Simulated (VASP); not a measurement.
TiO:

```
Ti O
1.0
     2.85161    0.00000    0.00000
    -1.42580    2.46956    0.00000
     0.00000    0.00000    5.56750
Ti O
2 2
Direct
  0.33333 0.66667 0.25000
  0.66667 0.33333 0.75000
  0.00000 0.00000 0.00000
  0.00000 0.00000 0.50000
```

Base run:

```yaml
Program: VASP 6.6.1
Functional: r2SCAN
Potentials_or_basis: VASP PAW PBE potentials, release 64 (Ti_sv, O)
Cutoff: 520 eV
k_mesh: 12 × 12 × 4
Occupations: gaussian, width 0.1 eV
Spin: no spin polarisation
```

Its results: band gap on the k mesh zero (band 18 reaches 11.27 eV, above the bottom of band 19 at 11.25 eV); pressure -3.6 GPa.

Task: After a change of settings the same cell gave: band gap on the k mesh zero (filled and empty bands touch); pressure -2.4 GPa. Which change was it?
A. k mesh from 12 × 12 × 4 to 1 × 1 × 1
B. k mesh from 12 × 12 × 4 to 12 × 12 × 4, shifted; further incar settings from ALGO = Normal; EDIFF = 1e-06; NBANDS = 26 to ALGO = Normal; EDIFF = 1e-07; NBANDS = 26; ISYM = 0
C. k mesh from 12 × 12 × 4 to 3 × 3 × 2
D. k mesh from 12 × 12 × 4 to 6 × 6 × 4; further incar settings from ALGO = Normal; EDIFF = 1e-06; NBANDS = 26 to ALGO = Normal; EDIFF = 1e-07; NBANDS = 26

Result: C.

Caveats: some runs use coarse meshes; the PAW data sets were made with another functional, which shifts forces and pressure a little; semilocal functionals often make such compounds metallic where correlation or magnetic order opens a gap, which also shifts bond lengths.
